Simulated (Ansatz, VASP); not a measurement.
This is a calculation of NaCl for Ansatz 0.2.0.

File input.yaml:

```yaml
crystal:
  lattice: { a: 3.40619086, b: 3.40619086, c: 3.40619086, alpha: 90.0, beta: 90.0, gamma: 90.0 }
  space_group: 221
  setting: { hermann_mauguin: Pm-3m }
  reduce_to_primitive: true
  atoms:
    - { symbol: Cl, position: [0.5, 0.5, 0.5] }
    - { symbol: Na, position: [0.0, 0.0, 0.0] }
kpoints:
  mp_grid: { grid: [8, 8, 8] }
scf:
  occupations: { method: fixed }
hamiltonian:
  xc: revpbe
  pseudopotentials:
    kind: all_electron
    lapw: { basis_error: 0.001 }
    relativity: none
output:
  forces: true
  stress: true
  eigenvalues: true
```

Potentials or basis: all-electron LAPW, non-relativistic.

Run with:

```console
$ ansatz run input.yaml --threads 1 --pin off --max-ram 3072MiB --backend cpu --events-out ev --progress --plain --runs-dir out
```

Set up the same calculation for VASP 6.6.1. Potentials there: VASP PAW PBE potentials, release 64 (Cl, Na_pv).

As run (the cutoff follows the program's own potentials):

The input INCAR:

```
SYSTEM = NaCl
PREC = Accurate
ENCUT = 500
EDIFF = 1E-6
ISMEAR = 0
SIGMA = 0.01
LREAL = .False.
LASPH = .True.
NELM = 120
ALGO = Normal
ISIF = 2
LWAVE = .False.
LCHARG = .False.
GGA = RE
NBANDS = 14
GGA_COMPAT = .False.
```

File KPOINTS:

```
Automatic mesh
0
Gamma
  8 8 8
  0 0 0
```

POSCAR

```
NaCl
1.0
    3.4061908600      0.0000000000      0.0000000000
    0.0000000000      3.4061908600      0.0000000000
    0.0000000000      0.0000000000      3.4061908600
Cl Na
1 1
Direct
    0.5000000000      0.5000000000      0.5000000000
    0.0000000000      0.0000000000      0.0000000000
```

Potentials or basis: VASP PAW PBE potentials, release 64 (Cl, Na_pv).

The run is started by

```bash
$ cat potpaw_PBE.64/Cl/POTCAR potpaw_PBE.64/Na_pv/POTCAR > POTCAR
$ mpirun -np 1 vasp_std > vasp.out
```

Both were run:

|  | VASP | Ansatz | Ansatz less VASP |
| --- | --- | --- | --- |
| gap on the k mesh at the Fermi level (eV) | 4.54 | 4.62 | +0.086 |
| least direct gap on the mesh (eV) | 5.09 | 5.18 | +0.087 |
| pressure (GPa) | 4.5 | 4.6 | +0.14 |

VASP's potentials were made for PBE, not for revPBE. Ansatz ran all-electron here, and VASP with PAW potentials.

A gap of «none» marks a metal or a gap under the smearing width.
